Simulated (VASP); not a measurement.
Input of a VASP 6.6.1 run:

The input INCAR:

```
  PREC = Accurate
  ENCUT = 1350
  EDIFF = 1E-6
  ISMEAR = 0
  SIGMA = 0.05
  LREAL = F
  LASPH = T
  NELM = 120
  ALGO = Normal
  ISIF = 2
  LWAVE = F
  LCHARG = F
  GGA = PE
  IVDW = 12
  NBANDS = 22
  GGA_COMPAT = F
```

KPOINTS

```
regular mesh
0
Gamma
  8 8 4
```

POSCAR

```
F
1.0
    3.0595547146     -1.7947736116      0.3228837866
    3.0595547146      1.7947736116      0.3228837866
   -0.8479159669      0.0000000000      6.7592831050
F
4
Direct
    0.9138648456      0.5855481450      0.0939279973
    0.4144518550      0.0861351544      0.4060720027
    0.0861351544      0.4144518550      0.9060720027
    0.5855481450      0.9138648456      0.5939279973
```

Potentials or basis: VASP PAW PBE potentials, release 64 (F_h).

Launch:

```sh
$ cat potpaw_PBE.64/F_h/POTCAR > POTCAR
$ mpirun -np 1 vasp_std > vasp.out
```

**Question.** Estimate the largest force.

**Answer.** 0.094 eV/Å.

**Question.** Estimate the pressure.

**Answer.** -0.8 GPa.

**Question.** Estimate the band gap on the k mesh.

**Answer.** 3.03 eV.

Forces in eV/Å, atoms in the order of the input:
```
F    0.012 -0.039 -0.085
F   -0.012 -0.039  0.085
F   -0.012  0.039  0.085
F    0.012  0.039 -0.085
```

A k mesh can miss the band edges.
